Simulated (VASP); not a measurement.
TiOF, 3 atoms in the cell. It takes space group P4/mmm (No. 123, tetragonal). Conventional cell: a = 2.862 Å, b = 2.862 Å, c = 3.935 Å, α = 90.00°, β = 90.00°, γ = 90.00°. Ti (site symmetry 4/mmm) has 2 F at 1.97 Å and 4 O at 2.02 Å within 2.6 Å. Within 2.7 Å of O (site symmetry 4/mmm) lie 4 Ti at 2.02 Å. Within 2.6 Å of F (site symmetry 4/mmm) lie 2 Ti at 1.97 Å. 

| Quantity | Value |
| --- | --- |
| Program | VASP 6.6.1 |
| Task | single point |
| Functional | PBEsol |
| Potentials or basis | VASP PAW PBE potentials, release 64 (Ti_sv, O, F) |
| Cutoff | 520 eV |
| k mesh | 10 × 10 × 8 |
| Occupations | fermi-dirac, width 0.1 eV |
| Spin | no spin polarisation |
| Dipole correction | no |
| Further INCAR settings | ALGO = Normal; EDIFF = 1e-06; NBANDS = 20 |

Potentials or basis: VASP PAW PBE potentials, release 64 (Ti_sv, O, F).

The run is started by

```sh
$ cat potpaw_PBE.64/Ti_sv/POTCAR potpaw_PBE.64/O/POTCAR potpaw_PBE.64/F/POTCAR > POTCAR
$ mpirun -np 1 vasp_std > vasp.out
```

Hardware: 1 thread of AMD EPYC 7R13 Processor (Zen 3) (shared host).

Task: How long does it take, and how much memory?

Result: Run time: 52 s on 1 thread of AMD EPYC 7R13 Processor (Zen 3), with other jobs on the host, peak memory 0.16 GiB. Counts: scf iterations 14, k points 105.
